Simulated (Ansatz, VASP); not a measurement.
## AlNi3 in VASP and in Ansatz

```
Al Ni
1.0
     3.54952    0.00000    0.00000
     0.00000    3.54952    0.00000
     0.00000    0.00000    3.54952
Al Ni
1 3
Cartesian
  0.0000 0.0000 0.0000
  0.0000 1.7748 1.7748
  1.7748 0.0000 1.7748
  1.7748 1.7748 0.0000
```

Alike in both runs: task single point; functional r2SCAN; k mesh 12 × 12 × 12; occupations gaussian, width 0.05 eV; collinear spin.

|  | VASP | Ansatz |
| --- | --- | --- |
| version | VASP 6.6.1 | Ansatz 0.2.0 |
| potentials or method | VASP PAW PBE potentials, release 64 (Al, Ni), cutoff 520 eV | scalar-relativistic, plane waves, PAW |
| valence electrons in the cell | 33 | 57 |

Ansatz gave:

* gap on the k mesh at the Fermi level (eV): none
* pressure (GPa): -3.8
* net moment per atom (μB): 0.23
* size of the moment on the site where the two differ most (μB): 0.37

Q: Estimate VASP's values.

A: gap on the k mesh at the Fermi level (eV): none; pressure (GPa): -3.6; net moment per atom (μB): 0.23; size of the moment on the site where the two differ most (μB): 0.34.

VASP's potentials were made for PBE, not for r2SCAN. Site moments also hang on the region over which each program counts them. A gap of «none» marks a metal or a gap that the smearing closes. VASP's potentials hold 33 valence electrons a cell and Ansatz's 57, so a difference there can come from the potentials and not from the codes. Ansatz's warnings: stability check not made.
